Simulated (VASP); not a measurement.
Write the native input for VASP 6.6.1 that does the following.

* Task: single point
* Functional: r2SCAN
* Potentials or basis: VASP PAW PBE potentials, release 64 (Ti_sv)
* Cutoff: 520 eV
* k mesh: 20 × 20 × 20
* Occupations: gaussian, width 0.15 eV
* Spin: no spin polarisation
* Dipole correction: no
* Further INCAR settings: ALGO = Normal; EDIFF = 1e-06; NBANDS = 12

Crystal: Ti.

```
Ti
1.0
     0.00000    2.03000    1.97925
     2.03000    0.00000    1.97925
     2.03000    2.03000    0.00000
Ti
1
Direct
  0.00000 0.00000 0.00000
```

This cell differs from its parent crystal: strain +0.000 along x and y, -0.025 along z.

These files were run (other wordings do the same):

POSCAR

```
Ti
1.0
    0.0000000000      2.0300000000      1.9792500000
    2.0300000000      0.0000000000      1.9792500000
    2.0300000000      2.0300000000      0.0000000000
Ti
1
Direct
    0.0000000000      0.0000000000      0.0000000000
```

INCAR.step1

```
SYSTEM = Ti
PREC = Accurate
ENCUT = 520
ISMEAR = 0
SIGMA = 0.15
LREAL = .FALSE.
LASPH = .TRUE.
NELM = 80
NBANDS = 12
GGA = PE
ALGO = Normal
EDIFF = 1E-4
LWAVE = .TRUE.
LCHARG = .FALSE.
```

INCAR.step2

```
SYSTEM = Ti
PREC = Accurate
ENCUT = 520
EDIFF = 1E-6
ISMEAR = 0
SIGMA = 0.15
LREAL = .FALSE.
LASPH = .TRUE.
NELM = 80
ALGO = Normal
ISIF = 2
LWAVE = .FALSE.
LCHARG = .FALSE.
METAGGA = R2SCAN
LMIXTAU = .TRUE.
NBANDS = 12
ISTART = 1
```

KPOINTS

```
Automatic mesh
0
G
  20 20 20
  0 0 0
```

Potentials or basis: VASP PAW PBE potentials, release 64 (Ti_sv).

Run with:

```sh
$ cat potpaw_PBE.64/Ti_sv/POTCAR > POTCAR
$ cp INCAR.step1 INCAR
$ mpirun -np 1 vasp_std > vasp.out
$ cp INCAR.step2 INCAR
$ mpirun -np 1 vasp_std > vasp.out
```

Results of the run:

* Pressure: 8.2 GPa
* Band gap on the k mesh: zero (bands 6 and 7 overlap by 1.52 eV)

Caveat: the cell differs from its parent crystal (strain +0.000 along x and y, -0.025 along z); the cell stands under pressure; the PAW data sets were made with another functional, which shifts forces and pressure a little.

It took 5.2 min on 1 thread of Intel(R) Xeon(R) Platinum 8259CL CPU @ 2.50GHz (Skylake/Cascade Lake) (shared host), peak memory 0.24 GiB.
